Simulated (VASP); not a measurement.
# CaPb3 (Pm-3m) in VASP: notebook

Runs on CaPb3. Level: LDA. Tasks: single point.

Everything below comes from runs of VASP 6.6.1. Logs are shortened: lines on timing, memory, paths and dates and some standing lists are left out, and cuts for length are marked.

### 1 The cell of the first run

Symmetry: Pm-3m, No. 221, cubic system. Conventional cell: a = 4.825 Å, b = 4.825 Å, c = 4.825 Å, α = 90.00°, β = 90.00°, γ = 90.00°. Ca (site symmetry m-3m) has 12 Pb at 3.41 Å within 4.5 Å. Pb (site symmetry 4/mmm) has 4 Ca at 3.41 Å and 8 Pb at 3.41 Å within 4.5 Å.

### 2 Single point, LDA

INCAR reads:

```
SYSTEM = CaPb3
PREC = Accurate
ENCUT = 520
EDIFF = 1E-6
ISMEAR = 1
SIGMA = 0.1
LREAL = .FALSE.
LASPH = .TRUE.
NELM = 80
ALGO = Normal
ISIF = 2
LWAVE = .FALSE.
LCHARG = .TRUE.
GGA = CA
LELF = .TRUE.
LVHAR = .TRUE.
NBANDS = 34
```

KPOINTS reads:

```
Automatic mesh
0
G
  5 5 5
  0 0 0
```

POSCAR reads:

```
CaPb3
1.0
    4.8248973022      0.0000000000      0.0000000000
    0.0000000000      4.8248973022      0.0000000000
    0.0000000000      0.0000000000      4.8248973022
Ca Pb
1 3
Direct
    0.0000000000      0.0000000000      0.0000000000
    0.0000000000      0.5000000000      0.5000000000
    0.5000000000      0.0000000000      0.5000000000
    0.5000000000      0.5000000000      0.0000000000
```

Potentials or basis: VASP PAW LDA potentials, release 64 (Ca_sv, Pb_d).

On the command line:

```console
> cat potpaw_LDA.64/Ca_sv/POTCAR potpaw_LDA.64/Pb_d/POTCAR > POTCAR
> mpirun -np 1 vasp_std > vasp.out
```

OUTCAR:

```text
SYSTEM = CaPb3
   PREC = Accurate
   ENCUT = 520
   EDIFF = 1E-6
   ISMEAR = 1
   LREAL = .FALSE.
   LASPH = .TRUE.
   NELM = 80
   ISIF = 2
   GGA = CA

 ion  position               nearest neighbor table
   1  0.000  0.000  0.000-   2 3.41   3 3.41   4 3.41   2 3.41   3 3.41   2 3.41   4 3.41   2 3.41
                             3 3.41   4 3.41   3 3.41   4 3.41
   2  0.000  0.500  0.500-   1 3.41   3 3.41   4 3.41   1 3.41   4 3.41   1 3.41   3 3.41   1 3.41
                             3 3.41   4 3.41   4 3.41   3 3.41
   3  0.500  0.000  0.500-   1 3.41   2 3.41   4 3.41   1 3.41   4 3.41   2 3.41   4 3.41   4 3.41
                             1 3.41   2 3.41   1 3.41   2 3.41
   4  0.500  0.500  0.000-   1 3.41   2 3.41   3 3.41   2 3.41   3 3.41   1 3.41   3 3.41   3 3.41
                             1 3.41   2 3.41   2 3.41   1 3.41

  LATTYP: Found a simple cubic cell.
 ALAT       =     4.8248973022

  Lattice vectors:

 A1 = (   4.8248973022,   0.0000000000,   0.0000000000)
 A2 = (   0.0000000000,   4.8248973022,   0.0000000000)
 A3 = (   0.0000000000,   0.0000000000,   4.8248973022)

Analysis of symmetry for initial positions (statically):
=====================================================================
 Subroutine PRICEL returns:
 Original cell was already a primitive cell.

 Routine SETGRP: Setting up the symmetry group for a
 simple cubic supercell.

 Subroutine GETGRP returns: Found 48 space group operations
 (whereof 48 operations were pure point group operations)
 out of a pool of 48 trial point group operations.

The static configuration has the point symmetry O_h .

Analysis of symmetry for dynamics (positions and initial velocities):
=====================================================================
 Subroutine PRICEL returns:
 Original cell was already a primitive cell.

 Routine SETGRP: Setting up the symmetry group for a
 simple cubic supercell.

 Subroutine GETGRP returns: Found 48 space group operations
 (whereof 48 operations were pure point group operations)
 out of a pool of 48 trial point group operations.

The dynamic configuration has the point symmetry O_h .

 Subroutine INISYM returns: Found 48 space group operations
 (whereof 48 operations are pure point group operations),
 and found     1 'primitive' translations

----------------------------------------------------------------------------------------

                                     Primitive cell

  volume of cell :     112.3218

  direct lattice vectors                    reciprocal lattice vectors
     4.824897302  0.000000000  0.000000000     0.207258297  0.000000000  0.000000000
     0.000000000  4.824897302  0.000000000     0.000000000  0.207258297  0.000000000
     0.000000000  0.000000000  4.824897302     0.000000000  0.000000000  0.207258297

  length of vectors
     4.824897302  4.824897302  4.824897302     0.207258297  0.207258297  0.207258297

  position of ions in fractional coordinates (direct lattice)
     0.000000000  0.000000000  0.000000000
     0.000000000  0.500000000  0.500000000
     0.500000000  0.000000000  0.500000000
     0.500000000  0.500000000  0.000000000

  ion indices of the primitive-cell ions
   primitive index   ion index
                 1           1
                 2           2
                 3           3
                 4           4

----------------------------------------------------------------------------------------

 KPOINTS: Automatic mesh

Automatic generation of k-mesh.
 Grid dimensions read from file:
 generate k-points for:    5    5    5

 Generating k-lattice:

  Cartesian coordinates                     Fractional coordinates (reciprocal lattice)
     0.041451659  0.000000000  0.000000000     0.200000000  0.000000000  0.000000000
     0.000000000  0.041451659  0.000000000     0.000000000  0.200000000  0.000000000
     0.000000000  0.000000000  0.041451659     0.000000000  0.000000000  0.200000000

  Length of vectors
     0.041451659  0.041451659  0.041451659

  Shift w.r.t. Gamma in fractional coordinates (k-lattice)
     0.000000000  0.000000000  0.000000000

 Subroutine IBZKPT returns following result:
 ===========================================

 Found     10 irreducible k-points:

 Following reciprocal coordinates:
            Coordinates               Weight
  0.000000  0.000000  0.000000      1.000000
  0.200000  0.000000  0.000000      6.000000
  0.400000  0.000000  0.000000      6.000000
  0.200000  0.200000  0.000000     12.000000
  0.400000  0.200000  0.000000     24.000000
  0.400000  0.400000  0.000000     12.000000
  0.200000  0.200000  0.200000      8.000000
  0.400000  0.200000  0.200000     24.000000
  0.400000  0.400000  0.200000     24.000000
  0.400000  0.400000  0.400000      8.000000
   k-points           NKPTS =     10   k-points in BZ     NKDIM =     10   number of bands    NBANDS=     34
   number of dos      NEDOS =    301   number of ions     NIONS =      4
   total plane-waves  NPLWV =  46656
   dimension x,y,z NGX =    36 NGY =   36 NGZ =   36
   dimension x,y,z NGXF=    72 NGYF=   72 NGZF=   72
   ions per type =               1   3
   NGX,Y,Z   is equivalent  to a cutoff of  12.40, 12.40, 12.40 a.u.
   NGXF,Y,Z  is equivalent  to a cutoff of  24.81, 24.81, 24.81 a.u.
 SYSTEM =  CaPb3
   PREC   = accura    normal or accurate (medium, high low for compatibility)
   ISTART =      0    job   : 0-new  1-cont  2-samecut
   ICHARG =      2    charge: 1-file 2-atom 10-const
   ISPIN  =      1    spin polarized calculation?
   LNONCOLLINEAR =      F non collinear calculations
   LSORBIT =      F    spin-orbit coupling
   LASPH  =      T    aspherical Exc in radial PAW
   ENCUT  =  520.0 eV  38.22 Ry    6.18 a.u.   8.97  8.97  8.97*2*pi/ulx,y,z
   NELM   =     80;   NELMIN=  2; NELMDL= -5     # of ELM steps
   EDIFF  = 0.1E-05   stopping-criterion for ELM
   LREAL  =      F    real-space projection
   EDIFFG = 0.1E-04   stopping-criterion for IOM
   NSW    =      0    number of steps for IOM
   IBRION =     -1    ionic relax: 0-MD 1-quasi-New 2-CG
   NFREE  =      0    steps in history (QN), initial steepest desc. (CG)
   ISIF   =      2    stress and relaxation
   ISYM   =      2    0-nonsym 1-usesym 2-fastsym
   POTIM  = 0.5000    time-step for ionic-motion
   TEBEG  =    0.0;   TEEND  =   0.0 temperature during run
   PSTRESS=    0.0 pullay stress
   NELECT =      52.0000    total number of electrons
   NUPDOWN=      -1.0000    fix difference up-down
   EMIN   =  10.00;   EMAX   =-10.00  energy-range for DOS
   EFERMI =   0.00;   METHOD = LEGACY
   ISMEAR =     1;   SIGMA  =   0.10  broadening in eV -4-tet -1-fermi 0-gaus
   EFERMI_NEDOS =   21; number of points for ismear=-14 and -15
   IALGO  =     38    algorithm
   IMIX   =      4    mixing-type and parameters
     AMIX     =   0.40;   BMIX     =  1.00
     AMIX_MAG =   1.60;   BMIX_MAG =  1.00
  volume/ion in A,a.u.               =      28.08       189.50
  Fermi-wavevector in a.u.,A,eV,Ry     =   1.266449  2.393243 21.822307  1.603894
  Thomas-Fermi vector in A             =   2.399650
   LORBIT       =      0    0 simple, 1 ext, 2 COOP (PROOUT), +10 PAW based schemes
   GGA     = CA    functional components
   LHFCALC =     F    Hartree Fock is set to
   AEXX    =    0.0000 exact exchange contribution
   IVDW    =     0    specifies the selected vdW correction
   LEPSILON=     F    determine dielectric tensor
   LRPA    =     F    only Hartree local field effects (RPA)
 non-spin polarized calculation
 Methfessel and Paxton  Order N= 1 SIGMA  =   0.10
  energy-cutoff  :      520.00
  volume of cell :      112.32
 maximum number of plane-waves:      3037
 NGX is ok and might be reduce to    36
   NGX = 17   NGY = 17   NGZ = 17

 number of electron      52.0000030 magnetization

 Free energy of the ion-electron system (eV)
  ---------------------------------------------------
  ext. energy  EPLUGINS =         0.00000000
  ---------------------------------------------------
  free energy    TOTEN  =       -16.40093007 eV

  energy without entropy =      -16.40024919  energy(sigma->0) =      -16.40070311

 E-fermi :   6.7357     XC(G=0): -10.4593

 val. band max:        6.6937064348   @ k =   0.4000   0.2000   0.2000
 cond. band min:       6.7837109385   @ k =   0.4000   0.2000   0.0000
 fundamental gap:      0.0900045038
 Fermi energy:         6.7357237985

 k-point     1 :       0.0000    0.0000    0.0000
  band No.  band energies     occupation
      1     -34.1152      2.00000
      2     -15.4537      2.00000
      3     -15.4537      2.00000
      4     -15.4537      2.00000
      5     -10.3202      2.00000
      6     -10.3202      2.00000
[... 26 lines left out ...]
     33       9.4595      0.00000
     34       9.4595      0.00000

 k-point     2 :       0.2000    0.0000    0.0000
  band No.  band energies     occupation
      1     -34.1151      2.00000
      2     -15.4601      2.00000
      3     -15.4546      2.00000
      4     -15.4546      2.00000
      5     -10.3128      2.00000
      6     -10.2760      2.00000
[... 26 lines left out ...]
     33      10.5119      0.00000
     34      10.5121      0.00000

 k-point     3 :       0.4000    0.0000    0.0000
  band No.  band energies     occupation
      1     -34.1149      2.00000
      2     -15.4703      2.00000
      3     -15.4561      2.00000
      4     -15.4561      2.00000
      5     -10.2999      2.00000
      6     -10.1974      2.00000
[... 26 lines left out ...]
     33       9.9655      0.00000
     34      11.7875      0.00000
[... 186 lines left out ...]
 k-point     9 :       0.4000    0.4000    0.2000
  band No.  band energies     occupation
      1     -34.1145      2.00000
      2     -15.4663      2.00000
      3     -15.4649      2.00000
      4     -15.4599      2.00000
      5     -10.2141      2.00000
      6     -10.1839      2.00000
[... 26 lines left out ...]
     33      10.6324      0.00000
     34      11.7434      0.00000

 k-point    10 :       0.4000    0.4000    0.4000
  band No.  band energies     occupation
      1     -34.1144      2.00000
      2     -15.4643      2.00000
      3     -15.4626      2.00000
      4     -15.4626      2.00000
      5     -10.2215      2.00000
      6     -10.1918      2.00000
[... 26 lines left out ...]
     33      11.9138      0.00000
     34      11.9159      0.00000

------------------------ aborting loop because EDIFF is reached ----------------------------------------

  FORCE on cell =-STRESS in cart. coord.  units (eV):
  Direction    XX          YY          ZZ          XY          YZ          ZX
  --------------------------------------------------------------------------------------
  -------------------------------------------------------------------------------------
  Total       -0.2629240     -0.2629240     -0.2629240      0.0000000      0.0000000      0.0000000
  in kB       -3.7503911     -3.7503911     -3.7503911      0.0000000      0.0000000      0.0000000
  external PRESSURE =      -3.7503911 kB  Pullay stress =       0.0000000 kB

 VOLUME and BASIS-vectors are now :
 -----------------------------------------------------------------------------
  energy-cutoff  :      520.00
  volume of cell :      112.32
      direct lattice vectors                 reciprocal lattice vectors
     4.824897302  0.000000000  0.000000000     0.207258297  0.000000000  0.000000000
     0.000000000  4.824897302  0.000000000     0.000000000  0.207258297  0.000000000
     0.000000000  0.000000000  4.824897302     0.000000000  0.000000000  0.207258297

 POSITION                                       TOTAL-FORCE (eV/Angst)
 -----------------------------------------------------------------------------------
      0.00000      0.00000      0.00000         0.000000      0.000000      0.000000
      0.00000      2.41245      2.41245         0.000000      0.000000      0.000000
      2.41245      0.00000      2.41245         0.000000      0.000000      0.000000
      2.41245      2.41245      0.00000         0.000000      0.000000      0.000000
 -----------------------------------------------------------------------------------
    total drift:                                0.000000      0.000000      0.000000

  FREE ENERGIE OF THE ION-ELECTRON SYSTEM (eV)
  ---------------------------------------------------
  free  energy   TOTEN  =       -16.4009300680 eV

  energy  without entropy=      -16.4002491920  energy(sigma->0) =      -16.40070311
```

Run time: 12 s. Hardware: 1 thread of Intel Xeon 6975P-C (Granite Rapids), shared host; peak memory 0.18 GiB.

What came out:

- Free energy: -16.4009 eV
- Pressure: -0.4 GPa
- Band gap on the k mesh: zero (bands 26 and 27 overlap by 2.14 eV)

Caveat: spin-orbit coupling is left out, which moves the levels of the heavy elements.

### 3 Single point, LDA

This run uses another cell than the first one, of 29.25 Å³/atom.

INCAR reads:

```
SYSTEM = CaPb3
PREC = Accurate
ENCUT = 520
EDIFF = 1E-7
ISMEAR = 1
SIGMA = 0.1
LREAL = .FALSE.
LASPH = .TRUE.
NELM = 60
ALGO = Normal
ISIF = 2
LWAVE = .FALSE.
LCHARG = .FALSE.
GGA = CA
NBANDS = 34
```

KPOINTS reads:

```
regular mesh
0
G
  5 5 5
  0 0 0
```

POSCAR reads:

```
CaPb3
1.0
    4.8910000000      0.0000000000      0.0000000000
    0.0000000000      4.8910000000      0.0000000000
    0.0000000000      0.0000000000      4.8910000000
Ca Pb
1 3
Direct
    0.0000000000      0.0000000000      0.0000000000
    0.0000000000      0.5000000000      0.5000000000
    0.5000000000      0.0000000000      0.5000000000
    0.5000000000      0.5000000000      0.0000000000
```

Potentials or basis: VASP PAW LDA potentials, release 64 (Ca_sv, Pb_d).

On the command line:

```console
> cat potpaw_LDA.64/Ca_sv/POTCAR potpaw_LDA.64/Pb_d/POTCAR > POTCAR
> mpirun -np 1 vasp_std > vasp.out
```

Wall time 11 s (1 thread of Intel Xeon 6975P-C (Granite Rapids), shared host); peak memory 0.18 GiB.

The run converged. Its results:

* Free energy: -16.3654 eV
* Pressure: -2.1 GPa
* Band gap on the k mesh: zero (bands 26 and 27 overlap by 2.02 eV)

Levels at points of the mesh, in eV from the Fermi level:
```tsv
k point	band 23	band 24	band 25	band 26	band 27	band 28	band 29	band 30
(0.00, 0.00, 0.00)	-2.54	-2.54	-2.54	1.89	2.19	2.19	2.19	2.50
```

Caveat: spin-orbit coupling is left out, which moves the levels of the heavy elements.

### 4 Single point, LDA

This run uses another cell than the first one, of 30.42 Å³/atom.

INCAR reads:

```
SYSTEM = CaPb3
ALGO = Normal
EDIFF = 1E-7
ENCUT = 520
ISIF = 2
ISMEAR = 1
LASPH = .TRUE.
LCHARG = .FALSE.
LREAL = .FALSE.
LWAVE = .FALSE.
NBANDS = 34
NELM = 100
PREC = Accurate
SIGMA = 0.1
```

KPOINTS reads:

```
k-points
0
G
  5 5 5
  0 0 0
```

POSCAR reads:

```
CaPb3
1.0
    4.9553626441      0.0000000000      0.0000000000
    0.0000000000      4.9553626441      0.0000000000
    0.0000000000      0.0000000000      4.9553626441
Ca Pb
1 3
Direct
    0.0000000000      0.0000000000      0.0000000000
    0.0000000000      0.5000000000      0.5000000000
    0.5000000000      0.0000000000      0.5000000000
    0.5000000000      0.5000000000      0.0000000000
```

On the command line:

```console
> cat potpaw_LDA.64/Ca_sv/POTCAR potpaw_LDA.64/Pb_d/POTCAR > POTCAR
> mpirun -np 1 vasp_std > vasp.out
```

Run time: 14 s. Hardware: 1 thread of Intel Xeon 6975P-C (Granite Rapids), shared host; peak memory 0.21 GiB.

The run converged. Its results:

```yaml
Free_energy: -16.2838 eV
Pressure: -3.5 GPa
Band_gap_on_the_k_mesh: zero (bands 26 and 27 overlap by 1.90 eV)
```

Levels at points of the mesh, in eV from the Fermi level:
```csv
k point,band 22,band 23,band 24,band 25,band 26,band 27,band 28,band 29,band 30,band 31
"(0.00, 0.00, 0.00)",-6.71,-2.43,-2.43,-2.43,1.79,2.13,2.13,2.13,2.43,2.43
```

Caveat: the cell stands under tension; spin-orbit coupling is left out, which moves the levels of the heavy elements.

### 5 Single point, LDA

This run uses another cell than the first one, of 31.59 Å³/atom.

INCAR reads:

```
  ALGO = Normal
  EDIFF = 1E-6
  ENCUT = 520
  ISIF = 2
  ISMEAR = 1
  LASPH = T
  LCHARG = T
  LELF = T
  LREAL = F
  LVHAR = T
  LWAVE = F
  NBANDS = 34
  NELM = 100
  PREC = Accurate
  SIGMA = 0.1
```

KPOINTS reads:

```
k-points
0
Gamma
  5 5 5
```

POSCAR reads:

```
CaPb3
1.0
    5.0180954131      0.0000000000      0.0000000000
    0.0000000000      5.0180954131      0.0000000000
    0.0000000000      0.0000000000      5.0180954131
Ca Pb
1 3
Direct
    0.0000000000      0.0000000000      0.0000000000
    0.0000000000      0.5000000000      0.5000000000
    0.5000000000      0.0000000000      0.5000000000
    0.5000000000      0.5000000000      0.0000000000
```

On the command line:

```console
> cat potpaw_LDA.64/Ca_sv/POTCAR potpaw_LDA.64/Pb_d/POTCAR > POTCAR
> mpirun -np 1 vasp_std > vasp.out
```

Wall time 16 s (1 thread of Intel Xeon 6975P-C (Granite Rapids), shared host); peak memory 0.21 GiB.

The run converged. Its results:

```
Free energy            : -16.1659 eV
Pressure               : -4.6 GPa
Band gap on the k mesh : zero (bands 26 and 27 overlap by 1.79 eV)
```

Levels at points of the mesh, in eV from the Fermi level:
| k point | band 24 | band 25 | band 26 | band 27 | band 28 | band 29 |
| --- | --- | --- | --- | --- | --- | --- |
| (0.00, 0.00, 0.00) | -2.33 | -2.33 | 1.70 | 2.07 | 2.07 | 2.07 |

Caveat: the cell stands under tension; spin-orbit coupling is left out, which moves the levels of the heavy elements.

### 6 Single point, LDA

This run uses another cell than the first one, of 32.76 Å³/atom.

INCAR reads:

```
SYSTEM = CaPb3
PREC = Accurate
ENCUT = 520
EDIFF = 1E-7
ISMEAR = 1
SIGMA = 0.1
LREAL = .FALSE.
LASPH = .TRUE.
NELM = 80
ALGO = Normal
ISIF = 2
LWAVE = .FALSE.
LCHARG = .TRUE.
GGA = CA
LELF = .TRUE.
LVHAR = .TRUE.
NBANDS = 34
```

KPOINTS reads:

```
Automatic mesh
0
G
  5 5 5
  0 0 0
```

POSCAR reads:

```
CaPb3
1.0
    5.0792977304      0.0000000000      0.0000000000
    0.0000000000      5.0792977304      0.0000000000
    0.0000000000      0.0000000000      5.0792977304
Ca Pb
1 3
Direct
    0.0000000000      0.0000000000      0.0000000000
    0.0000000000      0.5000000000      0.5000000000
    0.5000000000      0.0000000000      0.5000000000
    0.5000000000      0.5000000000      0.0000000000
```

Potentials or basis: VASP PAW LDA potentials, release 64 (Ca_sv, Pb_d).

On the command line:

```console
> cat potpaw_LDA.64/Ca_sv/POTCAR potpaw_LDA.64/Pb_d/POTCAR > POTCAR
> mpirun -np 1 vasp_std > vasp.out
```

Run time: 18 s. Hardware: 1 thread of Intel Xeon 6975P-C (Granite Rapids), shared host; peak memory 0.21 GiB.

It converged, with:

- Free energy: -16.0191 eV
- Pressure: -5.5 GPa
- Band gap on the k mesh: zero (bands 26 and 27 overlap by 1.68 eV)

Levels at points of the mesh, in eV from the Fermi level:
| k point | band 23 | band 24 | band 25 | band 26 | band 27 | band 28 | band 29 | band 30 |
| --- | --- | --- | --- | --- | --- | --- | --- | --- |
| (0.00, 0.00, 0.00) | -2.24 | -2.24 | -2.24 | 1.61 | 2.01 | 2.01 | 2.01 | 2.30 |

Caveat: the cell stands under tension; spin-orbit coupling is left out, which moves the levels of the heavy elements.

### 7 Overview

```csv
cell,gap on the mesh (eV),pressure (GPa)
"a = 4.825 Å, 4 atoms",none,-0.4
"a = 4.891 Å, 4 atoms",none,-2.1
"a = 4.955 Å, 4 atoms",none,-3.5
"a = 5.018 Å, 4 atoms",none,-4.6
"a = 5.079 Å, 4 atoms",none,-5.5
```

Alike in all rows: task single point; level LDA; potentials or basis VASP PAW LDA potentials, release 64 (Ca_sv, Pb_d); no spin polarisation; k mesh 5 × 5 × 5; cutoff (eV) 520; smearing methfessel-paxton 0.1 eV.

Caveats: spin-orbit coupling is left out, which moves the levels of the heavy elements; the cell stands under tension (at least some runs).

Absolute energies hang on the potentials; compare differences alone.
